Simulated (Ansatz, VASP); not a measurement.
**Ag: VASP beside Ansatz**

```xyz
4
Lattice="2.9323 0.0000 0.0000 -1.4661 2.5394 0.0000 0.0000 0.0000 23.1826" Properties=species:S:1:pos:R:3 pbc="T T T"
Ag    0.0000    0.0000    8.0277
Ag    0.0000    1.6930   10.4100
Ag    1.4661    0.8465   12.7726
Ag    0.0000    0.0000   15.1549
```

Alike in both runs: functional PBE; k mesh 14 × 14 × 1; occupations fermi-dirac, width 0.05 eV; no spin polarisation.

Ansatz relaxed the structure, and its values are those at the end. VASP's run is a single point on that final structure, the one shown.

|  | VASP | Ansatz |
| --- | --- | --- |
| version | VASP 6.6.1 | Ansatz 0.2.0 |
| potentials or method | VASP PAW PBE potentials, release 64 (Ag) | PAW with Ansatz's default frozen-core files, scalar-relativistic |
| plane-wave cutoff (eV) | 520 | 420 |
| valence electrons in the cell | 44 | 76 |

Ansatz gave:

```
rms of the force components (eV/Å) : 0.004
```

Task: What did VASP give for the same quantities?

Result: rms of the force components (eV/Å): 0.005.

VASP's potentials hold 44 valence electrons a cell and Ansatz's 76, so a difference there can come from the potentials and not from the codes. Ansatz's warnings: stress scf threshold loose, xc potential rough in thin density.
